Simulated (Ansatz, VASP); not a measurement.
**One calculation of Cs, two programs**

```
Cs
1.0
    10.36718    0.00000    0.00000
     0.00000    8.23774    0.00000
     0.00000    0.00000    5.44396
Cs
4
Direct
  0.13189 0.75000 0.83923
  0.63189 0.75000 0.66077
  0.86811 0.25000 0.16077
  0.36811 0.25000 0.33923
```

Alike in both runs: task single point; functional r2SCAN; k mesh 3 × 3 × 4; occupations methfessel-paxton of order 1, width 0.3 eV; no spin polarisation.

|  | VASP | Ansatz |
| --- | --- | --- |
| version | VASP 6.6.1 | Ansatz 0.2.0 |
| potentials or method | VASP PAW PBE potentials, release 64 (Cs_sv) | plane waves, PAW |
| plane-wave cutoff (eV) | 520 | 500 |
| valence electrons in the cell | 36 | 36 |

```tsv
	VASP	Ansatz	Ansatz less VASP
pressure (GPa)	0.1	0.1	0.00
traceless stress, the component that is largest in VASP (GPa)	0.09	0.09	0.000
rms of the force components (eV/Å)	0.005	0.005	-0.0001
```

VASP's potentials were made for PBE, not for r2SCAN. Atom by atom the forces differ by 0.000 eV/Å (rms over components).

Neither program's run includes spin-orbit coupling.
